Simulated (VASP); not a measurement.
# Ga3Se in VASP: a series of runs, part 2 of 2

VASP 6.6.1. Earlier steps stand in the parts before.

## Step 4: Single point, PBE

This run uses another cell than the first one, of 20.06 Å³/atom, 0.922 times its volume.

Input file INCAR:

```
PREC = Accurate
ENCUT = 520
EDIFF = 1E-6
ISMEAR = -1
SIGMA = 0.05
LREAL = False
LASPH = True
NELM = 100
ALGO = Normal
ISIF = 2
LWAVE = False
LCHARG = True
GGA = PE
LELF = True
LVHAR = True
NBANDS = 30
```

Input file KPOINTS:

```
Automatic mesh
0
Gamma
  5 5 5
```

Input file POSCAR:

```
Ga3Se
1.0
    4.2551664000      0.0000000000      0.0000000000
    0.0000000000      4.2551664000      0.0000000000
    0.0000000000      0.0000000000      4.4324650000
Se Ga
1 3
Direct
    0.0000000000      0.0000000000      0.0000000000
    0.5000000000      0.5000000000      0.0000000000
    0.5000000000      0.0000000000      0.5000000000
    0.0000000000      0.5000000000      0.5000000000
```

Potentials or basis: VASP PAW PBE potentials, release 64 (Se, Ga_d).

Started as:

```
> cat potpaw_PBE.64/Se/POTCAR potpaw_PBE.64/Ga_d/POTCAR > POTCAR
> mpirun -np 1 vasp_std > vasp.out
```

OUTCAR:

```text
PREC = Accurate
   ENCUT = 520
   EDIFF = 1E-6
   ISMEAR = -1
   LREAL = False
   LASPH = True
   NELM = 100
   ISIF = 2
   GGA = PE

 ion  position               nearest neighbor table
   1  0.000  0.000  0.000-
   2  0.500  0.500  0.000-
   3  0.500  0.000  0.500-
   4  0.000  0.500  0.500-

  LATTYP: Found a simple tetragonal cell.
 ALAT       =     4.2551664000
 C/A-ratio  =     1.0416666667

  Lattice vectors:

 A1 = (   4.2551664000,   0.0000000000,   0.0000000000)
 A2 = (   0.0000000000,   4.2551664000,   0.0000000000)
 A3 = (   0.0000000000,   0.0000000000,   4.4324650000)

Analysis of symmetry for initial positions (statically):
=====================================================================
 Subroutine PRICEL returns:
 Original cell was already a primitive cell.

 Routine SETGRP: Setting up the symmetry group for a
 simple tetragonal supercell.

 Subroutine GETGRP returns: Found 16 space group operations
 (whereof 16 operations were pure point group operations)
 out of a pool of 16 trial point group operations.

The static configuration has the point symmetry D_4h.

Analysis of symmetry for dynamics (positions and initial velocities):
=====================================================================
 Subroutine PRICEL returns:
 Original cell was already a primitive cell.

 Routine SETGRP: Setting up the symmetry group for a
 simple tetragonal supercell.

 Subroutine GETGRP returns: Found 16 space group operations
 (whereof 16 operations were pure point group operations)
 out of a pool of 16 trial point group operations.

The dynamic configuration has the point symmetry D_4h.

 Subroutine INISYM returns: Found 16 space group operations
 (whereof 16 operations are pure point group operations),
 and found     1 'primitive' translations

----------------------------------------------------------------------------------------

                                     Primitive cell

  volume of cell :      80.2562

  direct lattice vectors                    reciprocal lattice vectors
     4.255166400  0.000000000  0.000000000     0.235008436  0.000000000  0.000000000
     0.000000000  4.255166400  0.000000000     0.000000000  0.235008436  0.000000000
     0.000000000  0.000000000  4.432465000     0.000000000  0.000000000  0.225608098

  length of vectors
     4.255166400  4.255166400  4.432465000     0.235008436  0.235008436  0.225608098

  position of ions in fractional coordinates (direct lattice)
     0.000000000  0.000000000  0.000000000
     0.500000000  0.500000000  0.000000000
     0.500000000  0.000000000  0.500000000
     0.000000000  0.500000000  0.500000000

  ion indices of the primitive-cell ions
   primitive index   ion index
                 1           1
                 2           2
                 3           3
                 4           4

----------------------------------------------------------------------------------------

 KPOINTS: Automatic mesh

Automatic generation of k-mesh.
 Grid dimensions read from file:
 generate k-points for:    5    5    5

 Generating k-lattice:

  Cartesian coordinates                     Fractional coordinates (reciprocal lattice)
     0.047001687  0.000000000  0.000000000     0.200000000  0.000000000  0.000000000
     0.000000000  0.047001687  0.000000000     0.000000000  0.200000000  0.000000000
     0.000000000  0.000000000  0.045121620     0.000000000  0.000000000  0.200000000

  Length of vectors
     0.047001687  0.047001687  0.045121620

  Shift w.r.t. Gamma in fractional coordinates (k-lattice)
     0.000000000  0.000000000  0.000000000

 Subroutine IBZKPT returns following result:
 ===========================================

 Found     18 irreducible k-points:

 Following reciprocal coordinates:
            Coordinates               Weight
  0.000000  0.000000  0.000000      1.000000
  0.200000  0.000000  0.000000      4.000000
  0.400000  0.000000  0.000000      4.000000
  0.200000  0.200000  0.000000      4.000000
  0.400000  0.200000  0.000000      8.000000
  0.400000  0.400000  0.000000      4.000000
[... 10 lines left out ...]
  0.400000  0.200000  0.400000     16.000000
  0.400000  0.400000  0.400000      8.000000
   k-points           NKPTS =     18   k-points in BZ     NKDIM =     18   number of bands    NBANDS=     30
   number of dos      NEDOS =    301   number of ions     NIONS =      4
   total plane-waves  NPLWV =  36864
   dimension x,y,z NGX =    32 NGY =   32 NGZ =   36
   dimension x,y,z NGXF=    64 NGYF=   64 NGZF=   72
   ions per type =               1   3
   NGX,Y,Z   is equivalent  to a cutoff of  12.50, 12.50, 13.50 a.u.
   NGXF,Y,Z  is equivalent  to a cutoff of  25.00, 25.00, 27.00 a.u.
 SYSTEM =  unknown system
   PREC   = accura    normal or accurate (medium, high low for compatibility)
   ISTART =      0    job   : 0-new  1-cont  2-samecut
   ICHARG =      2    charge: 1-file 2-atom 10-const
   ISPIN  =      1    spin polarized calculation?
   LNONCOLLINEAR =      F non collinear calculations
   LSORBIT =      F    spin-orbit coupling
   LASPH  =      T    aspherical Exc in radial PAW
   ENCUT  =  520.0 eV  38.22 Ry    6.18 a.u.   7.91  7.91  8.24*2*pi/ulx,y,z
   NELM   =    100;   NELMIN=  2; NELMDL= -5     # of ELM steps
   EDIFF  = 0.1E-05   stopping-criterion for ELM
   LREAL  =      F    real-space projection
   EDIFFG = 0.1E-04   stopping-criterion for IOM
   NSW    =      0    number of steps for IOM
   IBRION =     -1    ionic relax: 0-MD 1-quasi-New 2-CG
   NFREE  =      0    steps in history (QN), initial steepest desc. (CG)
   ISIF   =      2    stress and relaxation
   ISYM   =      2    0-nonsym 1-usesym 2-fastsym
   POTIM  = 0.5000    time-step for ionic-motion
   TEBEG  =    0.0;   TEEND  =   0.0 temperature during run
   PSTRESS=    0.0 pullay stress
   NELECT =      45.0000    total number of electrons
   NUPDOWN=      -1.0000    fix difference up-down
   EMIN   =  10.00;   EMAX   =-10.00  energy-range for DOS
   EFERMI =   0.00;   METHOD = LEGACY
   ISMEAR =    -1;   SIGMA  =   0.05  broadening in eV -4-tet -1-fermi 0-gaus
   EFERMI_NEDOS =   21; number of points for ismear=-14 and -15
   IALGO  =     38    algorithm
   IMIX   =      4    mixing-type and parameters
     AMIX     =   0.40;   BMIX     =  1.00
     AMIX_MAG =   1.60;   BMIX_MAG =  1.00
  volume/ion in A,a.u.               =      20.06       135.40
  Fermi-wavevector in a.u.,A,eV,Ry     =   1.349956  2.551046 24.794992  1.822381
  Thomas-Fermi vector in A             =   2.477500
   LORBIT       =      0    0 simple, 1 ext, 2 COOP (PROOUT), +10 PAW based schemes
   GGA     = PE    functional components
   LHFCALC =     F    Hartree Fock is set to
   AEXX    =    0.0000 exact exchange contribution
   IVDW    =     0    specifies the selected vdW correction
   LEPSILON=     F    determine dielectric tensor
   LRPA    =     F    only Hartree local field effects (RPA)
 non-spin polarized calculation
  energy-cutoff  :      520.00
  volume of cell :       80.26
 maximum number of plane-waves:      2176
 NGX is ok and might be reduce to    32
   NGX = 15   NGY = 15   NGZ = 17

 number of electron      44.9999964 magnetization

 Free energy of the ion-electron system (eV)
  ---------------------------------------------------
  ext. energy  EPLUGINS =         0.00000000
  ---------------------------------------------------
  free energy    TOTEN  =       -12.29335710 eV

  energy without entropy =      -12.27220475  energy(sigma->0) =      -12.28278092

 E-fermi :   5.3566     XC(G=0): -10.6571

 val. band max:        5.3533862507   @ k =   0.2000   0.2000   0.0000
 cond. band min:       5.4178261938   @ k =   0.4000   0.2000   0.2000
 fundamental gap:      0.0644399431
 Fermi energy:         5.3565526474

 k-point     1 :       0.0000    0.0000    0.0000
  band No.  band energies     occupation
      1      -9.7220      2.00000
      2      -9.6898      2.00000
      3      -9.6623      2.00000
      4      -9.6623      2.00000
      5      -9.6307      2.00000
      6      -9.5995      2.00000
[... 22 lines left out ...]
     29      11.5911      0.00000
     30      12.5145      0.00000
[... 530 lines left out ...]
  band No.  band energies     occupation
      1      -9.7726      2.00000
      2      -9.6232      2.00000
      3      -9.6138      2.00000
      4      -9.6021      2.00000
      5      -9.5821      2.00000
      6      -9.5817      2.00000
[... 22 lines left out ...]
     29      13.6412      0.00000
     30      13.8377      0.00000

------------------------ aborting loop because EDIFF is reached ----------------------------------------

  FORCE on cell =-STRESS in cart. coord.  units (eV):
  Direction    XX          YY          ZZ          XY          YZ          ZX
  --------------------------------------------------------------------------------------
  -------------------------------------------------------------------------------------
  Total        1.5248955      1.5248955      2.3398312      0.0000000      0.0000000      0.0000000
  in kB       30.4419355     30.4419355     46.7107348      0.0000000      0.0000000      0.0000000
  external PRESSURE =      35.8648686 kB  Pullay stress =       0.0000000 kB

 VOLUME and BASIS-vectors are now :
 -----------------------------------------------------------------------------
  energy-cutoff  :      520.00
  volume of cell :       80.26
      direct lattice vectors                 reciprocal lattice vectors
     4.255166400  0.000000000  0.000000000     0.235008436  0.000000000  0.000000000
     0.000000000  4.255166400  0.000000000     0.000000000  0.235008436  0.000000000
     0.000000000  0.000000000  4.432465000     0.000000000  0.000000000  0.225608098

 POSITION                                       TOTAL-FORCE (eV/Angst)
 -----------------------------------------------------------------------------------
      0.00000      0.00000      0.00000         0.000000      0.000000      0.000000
      2.12758      2.12758      0.00000         0.000000      0.000000      0.000000
      2.12758      0.00000      2.21623         0.000000      0.000000      0.000000
      0.00000      2.12758      2.21623         0.000000      0.000000      0.000000
 -----------------------------------------------------------------------------------
    total drift:                                0.000000     -0.000000     -0.000000

  FREE ENERGIE OF THE ION-ELECTRON SYSTEM (eV)
  ---------------------------------------------------
  free  energy   TOTEN  =       -12.2933571021 eV

  energy  without entropy=      -12.2722047457  energy(sigma->0) =      -12.28278092
```

stdout:

```text
POSCAR found type information on POSCAR SeGa
 POSCAR found :  2 types and       4 ions
 scaLAPACK will be used
 LDA part: xc-table for (Slater+PW92), standard interpolation
 POSCAR, INCAR and KPOINTS ok, starting setup
 FFT: planning ... GRIDC
 FFT: planning ... GRID_SOFT
 FFT: planning ... GRID
 WAVECAR not read
 entering main loop
```

It took 82 s on 1 thread of Intel Xeon 6975P-C, shared host; peak memory 0.2 GiB.

Results:

* Free energy: -12.2934 eV
* Pressure: 3.6 GPa

## Step 5: Single point, PBE

This run uses another cell than the first one, of 20.91 Å³/atom, 0.960 times its volume.

Input file INCAR:

```
ALGO     = Normal         # electronic algorithm
EDIFF    = 1E-7           # SCF threshold, eV
ENCUT    = 520            # plane-wave cutoff, eV
GGA      = PE             # functional
ISIF     = 2              # what is computed and relaxed
ISMEAR   = -1             # smearing method
LASPH    = True           # aspherical terms in the spheres
LCHARG   = False          # write CHGCAR
LREAL    = False          # projectors in reciprocal space
LWAVE    = False          # write WAVECAR
NBANDS   = 30             # bands
NELM     = 80             # most SCF steps
PREC     = Accurate       # precision mode
SIGMA    = 0.05           # smearing width, eV
```

Input file KPOINTS:

```
k-points
0
Gamma
  5 5 5
```

Edit POSCAR of step 4 so:

```diff
@@ -2,4 +2,4 @@
 1.0
-    4.2551664000      0.0000000000      0.0000000000
-    0.0000000000      4.2551664000      0.0000000000
+    4.3438157000      0.0000000000      0.0000000000
+    0.0000000000      4.3438157000      0.0000000000
     0.0000000000      0.0000000000      4.4324650000
```

Started as:

```
> cat potpaw_PBE.64/Se/POTCAR potpaw_PBE.64/Ga_d/POTCAR > POTCAR
> mpirun -np 1 vasp_std > vasp.out
```

Run time: 97 s. Hardware: 1 thread of Intel Xeon 6975P-C, shared host; peak memory 0.2 GiB.

It converged, with:

```
Free energy : -12.3398 eV
Pressure    : 1.6 GPa
```

Stress tensor (GPa, compression positive):
```
1.37 0.00 0.00
0.00 1.37 0.00
0.00 0.00 1.96
```

Levels at points of the mesh, in eV from the Fermi level:
| k point | band 18 | band 19 | band 20 | band 21 | band 22 | band 23 | band 24 | band 25 | band 26 | band 27 |
| --- | --- | --- | --- | --- | --- | --- | --- | --- | --- | --- |
| (0.00, 0.00, 0.00) | -4.02 | -3.86 | -3.86 | -2.91 | -2.66 | 1.62 | 1.67 | 1.67 | 4.48 | 4.53 |

## Step 6: Summary

| task | level | cell | k mesh | cutoff (eV) | gap on the mesh (eV) | pressure (GPa) |
| --- | --- | --- | --- | --- | --- | --- |
| relaxation of cell and atoms | RPBE | relaxed from a = 4.432 Å, 4 atoms | 6 × 6 × 6 | 600 | none | 0.0 |
| single point | PBE | a = 4.432 Å, 4 atoms | 5 × 5 × 5 | 520 | none | -0.2 |
| single point | PBE | a = 4.255, b = 4.255, c = 4.432 Å, 4 atoms | 5 × 5 × 5 | 520 | none | 3.6 |
| single point | PBE | a = 4.344, b = 4.344, c = 4.432 Å, 4 atoms | 5 × 5 × 5 | 520 | none | 1.6 |

Alike in all rows: potentials or basis VASP PAW PBE potentials, release 64 (Se, Ga_d); no spin polarisation; smearing fermi-dirac 0.05 eV.

Caveats: the PAW data sets were made with another functional, which shifts forces and pressure a little (some runs).

Absolute energies hang on the potentials; compare differences alone.
